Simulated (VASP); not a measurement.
# MgO (Periclase) in VASP: a series of runs, part 2 of 2

VASP 6.6.1. The steps go on from the part before.

**5. Single point, r2SCAN (uniaxial y strain +5.3%)**

Input file POSCAR:

```
MgO
1.0
    0.0000000000      2.2137931477      2.1021680256
    2.1021680256      0.0000000000      2.1021680256
    2.1021680256      2.2137931477      0.0000000000
Mg O
1 1
Direct
    0.0000000000      0.0000000000      0.0000000000
    0.5000000000      0.5000000000      0.5000000000
```

Input file INCAR.step1:

```
PREC = Accurate ; ENCUT = 520
ISMEAR = 0 ; SIGMA = 0.01
LREAL = F ; LASPH = T
NELM = 80 ; NBANDS = 11
GGA = PE ; ALGO = Normal
EDIFF = 1E-4 ; LWAVE = T
LCHARG = F
```

Input file INCAR.step2:

```
PREC = Accurate ; ENCUT = 520
EDIFF = 1E-6 ; ISMEAR = 0
SIGMA = 0.01 ; LREAL = F
LASPH = T ; NELM = 80
ALGO = Normal ; ISIF = 2
LWAVE = F ; LCHARG = F
METAGGA = R2SCAN ; LMIXTAU = T
NBANDS = 11 ; ISTART = 1
```

Input file KPOINTS:

```
Automatic mesh
0
Gamma
  10 10 10
```

Potentials or basis: VASP PAW PBE potentials, release 64 (Mg, O).

Command:

```sh
> cat potpaw_PBE.64/Mg/POTCAR potpaw_PBE.64/O/POTCAR > POTCAR
> cp INCAR.step1 INCAR
> mpirun -np 1 vasp_std > vasp.out
> cp INCAR.step2 INCAR
> mpirun -np 1 vasp_std > vasp.out
```

OUTCAR:

```text
PREC = Accurate
   ENCUT = 520
   EDIFF = 1E-6
   ISMEAR = 0
   LREAL = F
   LASPH = T
   NELM = 80
   ISIF = 2
   METAGGA = R2SCAN
   ISTART = 1

 ion  position               nearest neighbor table
   1  0.000  0.000  0.000-   2 2.10   2 2.10   2 2.10   2 2.10   2 2.21   2 2.21
   2  0.500  0.500  0.500-   1 2.10   1 2.10   1 2.10   1 2.10   1 2.21   1 2.21

  LATTYP: Found a body centered tetragonal cell.
 ALAT       =     2.9729145322
 C/A-ratio  =     1.4893083025

  Lattice vectors:

 A1 = (   0.0000000000,  -2.2137931477,   2.1021680256)
 A2 = (   0.0000000000,  -2.2137931477,  -2.1021680256)
 A3 = (   2.1021680256,   2.2137931477,   0.0000000000)

Analysis of symmetry for initial positions (statically):
=====================================================================
 Subroutine PRICEL returns:
 Original cell was already a primitive cell.

 Routine SETGRP: Setting up the symmetry group for a
 body centered tetragonal supercell.

 Subroutine GETGRP returns: Found 16 space group operations
 (whereof 16 operations were pure point group operations)
 out of a pool of 16 trial point group operations.

The static configuration has the point symmetry D_4h.

Analysis of symmetry for dynamics (positions and initial velocities):
=====================================================================
 Subroutine PRICEL returns:
 Original cell was already a primitive cell.

 Routine SETGRP: Setting up the symmetry group for a
 body centered tetragonal supercell.

 Subroutine GETGRP returns: Found 16 space group operations
 (whereof 16 operations were pure point group operations)
 out of a pool of 16 trial point group operations.

The dynamic configuration has the point symmetry D_4h.

 Subroutine INISYM returns: Found 16 space group operations
 (whereof 16 operations are pure point group operations),
 and found     1 'primitive' translations

----------------------------------------------------------------------------------------

                                     Primitive cell

  volume of cell :      19.5660

  direct lattice vectors                    reciprocal lattice vectors
     0.000000000  2.213793148  2.102168026    -0.237849684  0.225856693  0.237849684
     2.102168026  0.000000000  2.102168026     0.237849684 -0.225856693  0.237849684
     2.102168026  2.213793148  0.000000000     0.237849684  0.225856693 -0.237849684

  length of vectors
     3.052865950  2.972914532  3.052865950     0.405161931  0.405161931  0.405161931

  position of ions in fractional coordinates (direct lattice)
     0.000000000  0.000000000  0.000000000
     0.500000000  0.500000000  0.500000000

  ion indices of the primitive-cell ions
   primitive index   ion index
                 1           1
                 2           2

----------------------------------------------------------------------------------------

 KPOINTS: Automatic mesh

Automatic generation of k-mesh.
 Grid dimensions read from file:
 generate k-points for:   10   10   10

 Generating k-lattice:

  Cartesian coordinates                     Fractional coordinates (reciprocal lattice)
    -0.023784968  0.022585669  0.023784968     0.100000000  0.000000000  0.000000000
     0.023784968 -0.022585669  0.023784968     0.000000000  0.100000000  0.000000000
     0.023784968  0.022585669 -0.023784968     0.000000000  0.000000000  0.100000000

  Length of vectors
     0.040516193  0.040516193  0.040516193

  Shift w.r.t. Gamma in fractional coordinates (k-lattice)
     0.000000000  0.000000000  0.000000000

 Subroutine IBZKPT returns following result:
 ===========================================

 Found    102 irreducible k-points:

 Following reciprocal coordinates:
            Coordinates               Weight
  0.000000  0.000000  0.000000      1.000000
  0.100000  0.000000 -0.000000      8.000000
  0.200000  0.000000 -0.000000      8.000000
  0.300000  0.000000 -0.000000      8.000000
  0.400000  0.000000 -0.000000      8.000000
  0.500000  0.000000  0.000000      4.000000
[... 16 lines left out ...]
  0.300000  0.300000  0.000000      4.000000
  0.400000  0.300000 -0.000000     16.000000
 [... further k-points ...]
   k-points           NKPTS =    102   k-points in BZ     NKDIM =    102   number of bands    NBANDS=     11
   number of dos      NEDOS =    301   number of ions     NIONS =      2
   total plane-waves  NPLWV =  13824
   dimension x,y,z NGX =    24 NGY =   24 NGZ =   24
   dimension x,y,z NGXF=    48 NGYF=   48 NGZF=   48
   ions per type =               1   1
   NGX,Y,Z   is equivalent  to a cutoff of  13.07, 13.42, 13.07 a.u.
   NGXF,Y,Z  is equivalent  to a cutoff of  26.14, 26.84, 26.14 a.u.
 SYSTEM =  unknown system
   PREC   = accura    normal or accurate (medium, high low for compatibility)
   ISTART =      1    job   : 0-new  1-cont  2-samecut
   ICHARG =      0    charge: 1-file 2-atom 10-const
   ISPIN  =      1    spin polarized calculation?
   LNONCOLLINEAR =      F non collinear calculations
   LSORBIT =      F    spin-orbit coupling
   LASPH  =      T    aspherical Exc in radial PAW
   ENCUT  =  520.0 eV  38.22 Ry    6.18 a.u.   5.68  5.53  5.68*2*pi/ulx,y,z
   NELM   =     80;   NELMIN=  2; NELMDL=  0     # of ELM steps
   EDIFF  = 0.1E-05   stopping-criterion for ELM
   LREAL  =      F    real-space projection
   EDIFFG = 0.1E-04   stopping-criterion for IOM
   NSW    =      0    number of steps for IOM
   IBRION =     -1    ionic relax: 0-MD 1-quasi-New 2-CG
   NFREE  =      0    steps in history (QN), initial steepest desc. (CG)
   ISIF   =      2    stress and relaxation
   ISYM   =      2    0-nonsym 1-usesym 2-fastsym
   POTIM  = 0.5000    time-step for ionic-motion
   TEBEG  =    0.0;   TEEND  =   0.0 temperature during run
   PSTRESS=    0.0 pullay stress
   NELECT =       8.0000    total number of electrons
   NUPDOWN=      -1.0000    fix difference up-down
   EMIN   =  10.00;   EMAX   =-10.00  energy-range for DOS
   EFERMI =   0.00;   METHOD = LEGACY
   ISMEAR =     0;   SIGMA  =   0.01  broadening in eV -4-tet -1-fermi 0-gaus
   EFERMI_NEDOS =   21; number of points for ismear=-14 and -15
   IALGO  =     38    algorithm
   IMIX   =      4    mixing-type and parameters
     AMIX     =   0.40;   BMIX     =  1.00
     AMIX_MAG =   1.60;   BMIX_MAG =  1.00
  volume/ion in A,a.u.               =       9.78        66.02
  Fermi-wavevector in a.u.,A,eV,Ry     =   1.215078  2.296165 20.087843  1.476415
  Thomas-Fermi vector in A             =   2.350477
   LORBIT       =      0    0 simple, 1 ext, 2 COOP (PROOUT), +10 PAW based schemes
   METAGGA = R2SCAN    functional components
   LHFCALC =     F    Hartree Fock is set to
   AEXX    =    0.0000 exact exchange contribution
   IVDW    =     0    specifies the selected vdW correction
   LEPSILON=     F    determine dielectric tensor
   LRPA    =     F    only Hartree local field effects (RPA)
 non-spin polarized calculation
 Gauss-broadening in eV      SIGMA  =   0.01
  energy-cutoff  :      520.00
  volume of cell :       19.57
 maximum number of plane-waves:       548
   NGX = 11   NGY = 11   NGZ = 11

 number of electron       8.0000001 magnetization

 Free energy of the ion-electron system (eV)
  ---------------------------------------------------
  ext. energy  EPLUGINS =         0.00000000
  ---------------------------------------------------
  free energy    TOTEN  =       -16.11471648 eV

  energy without entropy =      -16.11471648  energy(sigma->0) =      -16.11471648

 E-fermi :   2.5645     XC(G=0): -11.3549

 val. band max:        2.5082866519   @ k =   0.0000   0.0000   0.0000
 cond. band min:       7.5747119508   @ k =   0.0000   0.0000   0.0000
 fundamental gap:      5.0664252989
 Fermi energy:         2.5644995710

 k-point     1 :       0.0000    0.0000    0.0000
  band No.  band energies     occupation
      1     -15.5348      2.00000
      2       2.4027      2.00000
      3       2.4027      2.00000
      4       2.5083      2.00000
      5       7.5747      0.00000
      6      18.6734      0.00000
      7      19.2131      0.00000
      8      19.2131      0.00000
      9      23.0516      0.00000
     10      23.9450      0.00000
     11      25.5953      0.00000
[... 309 lines left out ...]
 k-point    24 :       0.4000    0.3000   -0.0000
  band No.  band energies     occupation
      1     -14.3945      2.00000
      2      -0.9773      2.00000
      3       1.0866      2.00000
      4       1.4083      2.00000
      5      12.5346      0.00000
      6      13.2927      0.00000
      7      16.9705      0.00000
      8      20.8358      0.00000
      9      21.6265      0.00000
     10      27.8487      0.00000
     11      30.2689      0.00000

 [... further k-points ...]
[... 5 lines left out ...]
  --------------------------------------------------------------------------------------
  -------------------------------------------------------------------------------------
  Total       -0.6889803     -1.5837578     -0.6889803     -0.0000000      0.0000000      0.0000000
  in kB      -56.4177167   -129.6873035    -56.4177167     -0.0000000      0.0000000      0.0000000
  external PRESSURE =     -80.8409123 kB  Pullay stress =       0.0000000 kB

 VOLUME and BASIS-vectors are now :
 -----------------------------------------------------------------------------
  energy-cutoff  :      520.00
  volume of cell :       19.57
      direct lattice vectors                 reciprocal lattice vectors
     0.000000000  2.213793148  2.102168026    -0.237849684  0.225856693  0.237849684
     2.102168026  0.000000000  2.102168026     0.237849684 -0.225856693  0.237849684
     2.102168026  2.213793148  0.000000000     0.237849684  0.225856693 -0.237849684

 POSITION                                       TOTAL-FORCE (eV/Angst)
 -----------------------------------------------------------------------------------
      0.00000      0.00000      0.00000         0.000000      0.000000     -0.000000
      2.10217      2.21379      2.10217        -0.000000     -0.000000      0.000000
 -----------------------------------------------------------------------------------
    total drift:                               -0.000000     -0.000000      0.000000

  FREE ENERGIE OF THE ION-ELECTRON SYSTEM (eV)
  ---------------------------------------------------
  free  energy   TOTEN  =       -16.1147164823 eV

  energy  without entropy=      -16.1147164823  energy(sigma->0) =      -16.11471648
```

It took 2.3 min on 1 thread of AMD EPYC 7R43 (Zen 3), shared host; peak memory 0.12 GiB.

What came out:

```yaml
Free_energy: -16.1147 eV
Pressure: -8.1 GPa
Band_gap_on_the_k_mesh: 5.07 eV, direct
```

Levels at points of the mesh, in eV from the valence-band top:
| k point | band 2 | band 3 | band 4 | band 5 | band 6 | band 7 |
| --- | --- | --- | --- | --- | --- | --- |
| (0.00, 0.00, 0.00) | -0.11 | -0.11 | 0.00 | 5.07 | 16.17 | 16.70 |
| (0.50, 0.00, 0.00) | -4.48 | -0.75 | -0.64 | 8.41 | 13.17 | 16.37 |
| (0.50, 0.50, 0.00) | -3.93 | -1.61 | -1.28 | 9.75 | 10.48 | 13.94 |
| (0.50, 0.00, 0.50) | -4.08 | -1.24 | -1.24 | 10.26 | 10.56 | 13.25 |

Caveat: the cell differs from its parent crystal (uniaxial y strain +5.3%); the PAW data sets were made with another functional, which shifts forces and pressure a little.

**6. Single point, r2SCAN (strain -1.0%)**

Input file POSCAR:

```
MgO
1.0
    0.0000000000      2.0817769957      2.0817769957
    2.0817769957      0.0000000000      2.0817769957
    2.0817769957      2.0817769957      0.0000000000
Mg O
1 1
Direct
    0.0000000000      0.0000000000      0.0000000000
    0.5000000000      0.5000000000      0.5000000000
```

Input file INCAR.step1:

```
PREC = Accurate
ENCUT = 660
ISMEAR = 0
SIGMA = 0.01
LREAL = False
LASPH = True
NELM = 120
NBANDS = 15
GGA = PE
ALGO = Normal
EDIFF = 1E-5
LWAVE = True
LCHARG = False
GGA_COMPAT = False
```

Input file INCAR.step2:

```
PREC = Accurate
ENCUT = 660
EDIFF = 1E-6
ISMEAR = 0
SIGMA = 0.01
LREAL = False
LASPH = True
NELM = 120
ALGO = Normal
ISIF = 2
LWAVE = False
LCHARG = True
METAGGA = R2SCAN
LMIXTAU = True
LELF = True
LVHAR = True
NBANDS = 15
ISTART = 1
GGA_COMPAT = False
```

Input file KPOINTS:

```
regular mesh
0
Gamma
  10 10 10
```

Potentials or basis: VASP PAW PBE potentials, release 64 (Mg_sv, O).

Command:

```sh
> cat potpaw_PBE.64/Mg_sv/POTCAR potpaw_PBE.64/O/POTCAR > POTCAR
> cp INCAR.step1 INCAR
> mpirun -np 1 vasp_std > vasp.out
> cp INCAR.step2 INCAR
> mpirun -np 1 vasp_std > vasp.out
```

It took 2.1 min on 1 thread of AMD EPYC 7R13 (Zen 3), shared host; peak memory 0.13 GiB.

Results (log left out):

* Free energy: -16.1615 eV
* Pressure: 4.7 GPa
* Band gap on the k mesh: 6.02 eV, direct

Levels at points of the mesh, in eV from the valence-band top:
| k point | band 5 | band 6 | band 7 | band 8 | band 9 | band 10 | band 11 | band 12 |
| --- | --- | --- | --- | --- | --- | --- | --- | --- |
| (0.00, 0.00, 0.00) | -18.37 | 0.00 | 0.00 | 0.00 | 6.02 | 17.07 | 17.07 | 17.07 |
| (0.50, 0.00, 0.00) | -17.00 | -4.75 | -0.71 | -0.71 | 9.06 | 14.27 | 17.88 | 17.88 |
| (0.50, 0.50, 0.00) | -16.78 | -4.22 | -1.41 | -1.41 | 10.09 | 11.57 | 14.71 | 21.02 |

Caveat: the cell differs from its parent crystal (strain -1.0%); the PAW data sets were made with another functional, which shifts forces and pressure a little.

**7. Single point, r2SCAN (uniaxial y strain +5.3%)**

Input file POSCAR:

```
MgO
1.0
    0.0000000000      2.2137931477      2.1021680256
    2.1021680256      0.0000000000      2.1021680256
    2.1021680256      2.2137931477      0.0000000000
Mg O
1 1
Direct
    0.0000000000      0.0000000000      0.0000000000
    0.5000000000      0.5000000000      0.5000000000
```

Input file INCAR.step1:

```
PREC = Accurate ; ENCUT = 660
ISMEAR = 0 ; SIGMA = 0.01
LREAL = F ; LASPH = T
NELM = 120 ; NBANDS = 15
GGA = PE ; ALGO = Normal
EDIFF = 1E-5 ; LWAVE = T
LCHARG = F ; GGA_COMPAT = F
```

Input file INCAR.step2:

```
PREC = Accurate ; ENCUT = 660
EDIFF = 1E-6 ; ISMEAR = 0
SIGMA = 0.01 ; LREAL = F
LASPH = T ; NELM = 120
ALGO = Normal ; ISIF = 2
LWAVE = F ; LCHARG = F
METAGGA = R2SCAN ; LMIXTAU = T
NBANDS = 15 ; ISTART = 1
GGA_COMPAT = F
```

Input file KPOINTS:

```
Automatic mesh
0
Gamma
  10 10 10
```

Command:

```sh
> cat potpaw_PBE.64/Mg_sv/POTCAR potpaw_PBE.64/O/POTCAR > POTCAR
> cp INCAR.step1 INCAR
> mpirun -np 1 vasp_std > vasp.out
> cp INCAR.step2 INCAR
> mpirun -np 1 vasp_std > vasp.out
```

Run time: 1.7 min. Hardware: 1 thread of Intel Xeon 6975P-C (Granite Rapids), shared host; peak memory 0.18 GiB.

The run converged. Its results:

| Quantity | Value |
| --- | --- |
| Free energy | -16.1375 eV |
| Pressure | -7.3 GPa |
| Band gap on the k mesh | 5.12 eV, direct |

Stress tensor (GPa, compression positive):
```
 -4.72   0.00   0.00
  0.00 -12.56   0.00
  0.00   0.00  -4.72
```

Levels at points of the mesh, in eV from the valence-band top:
| k point | band 5 | band 6 | band 7 | band 8 | band 9 | band 10 | band 11 | band 12 |
| --- | --- | --- | --- | --- | --- | --- | --- | --- |
| (0.00, 0.00, 0.00) | -18.03 | -0.10 | -0.10 | 0.00 | 5.12 | 16.19 | 16.73 | 16.73 |
| (0.50, 0.00, 0.00) | -16.87 | -4.46 | -0.75 | -0.64 | 8.44 | 13.22 | 16.46 | 17.56 |
| (0.50, 0.50, 0.00) | -16.63 | -3.90 | -1.60 | -1.27 | 9.76 | 10.60 | 13.96 | 18.98 |
| (0.50, 0.00, 0.50) | -16.76 | -4.05 | -1.23 | -1.23 | 10.27 | 10.69 | 13.28 | 20.09 |

Caveat: the cell differs from its parent crystal (uniaxial y strain +5.3%); the PAW data sets were made with another functional, which shifts forces and pressure a little.

**8. Summary**

| level | potentials or basis | cell | cutoff (eV) | smearing | second run | gap on the mesh (eV) | pressure (GPa) |
| --- | --- | --- | --- | --- | --- | --- | --- |
| PBE | VASP PAW PBE potentials, release 64 (Mg, O) | a = 2.944 Å, angles 60.0°, 2 atoms | 520 | fermi-dirac 0.02 eV | - | 5.07 | 10.2 |
| r2SCAN | VASP PAW PBE potentials, release 64 (Mg, O) | a = 2.944 Å, angles 60.0°, 2 atoms | 520 | gaussian 0.01 eV | - | 5.96 | 4.0 |
| PBE | VASP PAW PBE potentials, release 64 (Mg, O) | a = 3.053, b = 2.973 Å, angles 60.9, 58.3, 60.9°, 2 atoms | 520 | fermi-dirac 0.02 eV | - | 4.21 | -2.4 |
| r2SCAN | VASP PAW PBE potentials, release 64 (Mg, O) | a = 3.053, b = 2.973 Å, angles 60.9, 58.3, 60.9°, 2 atoms | 520 | gaussian 0.01 eV | - | 5.07 | -8.1 |
| r2SCAN | VASP PAW PBE potentials, release 64 (Mg_sv, O) | a = 2.944 Å, angles 60.0°, 2 atoms | 660 | gaussian 0.01 eV | valence_matched | 6.02 | 4.7 |
| r2SCAN | VASP PAW PBE potentials, release 64 (Mg_sv, O) | a = 3.053, b = 2.973 Å, angles 60.9, 58.3, 60.9°, 2 atoms | 660 | gaussian 0.01 eV | valence_matched | 5.12 | -7.3 |

Alike in all rows: task single point; no spin polarisation; k mesh 10 × 10 × 10.

Caveats: the PAW data sets were made with another functional, which shifts forces and pressure a little (some runs).

Absolute energies hang on the potentials; compare differences alone.
